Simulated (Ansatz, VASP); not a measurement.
## One calculation of Ge5S, two programs

```
Ge S
1.0
     0.00000    3.91104    3.91104
     3.91104    0.00000    3.91104
     3.91104    3.91104    0.00000
Ge S
5 1
Direct
  0.25000 0.25000 0.25000
  0.12467 0.62511 0.62511
  0.62511 0.62511 0.62511
  0.62511 0.62511 0.12467
  0.62511 0.12467 0.62511
  0.00000 0.00000 0.00000
```

Change from the starting cell: species swapped into the ZrNi5 type (F-43m, No. 216).

Alike in both runs: task relaxation of cell and atoms; functional PBE; k mesh 8 × 8 × 8; occupations gaussian, width 0.1 eV; no spin polarisation.

|  | VASP | Ansatz |
| --- | --- | --- |
| version | VASP 6.6.1 | Ansatz 0.2.0 |
| potentials or method | VASP PAW PBE potentials, release 64 (Ge_d, S), cutoff 500 eV | scalar-relativistic, plane waves, PAW |
| valence electrons in the cell | 76 | 76 |

```csv
,VASP,Ansatz,Ansatz less VASP
"gap on the k mesh at the Fermi level, each at its own relaxed structure (eV)",none,none,-
relaxed volume (Å³/atom),19.94,19.94,0.000
relaxed length of the cell vector where the two differ most in proportion (Å),5.531,5.531,0.0000
```

A gap of «none» marks a metal or a gap that the smearing closes.

Noted on VASP's run: the relaxation stopped at its first step, so nothing moved.
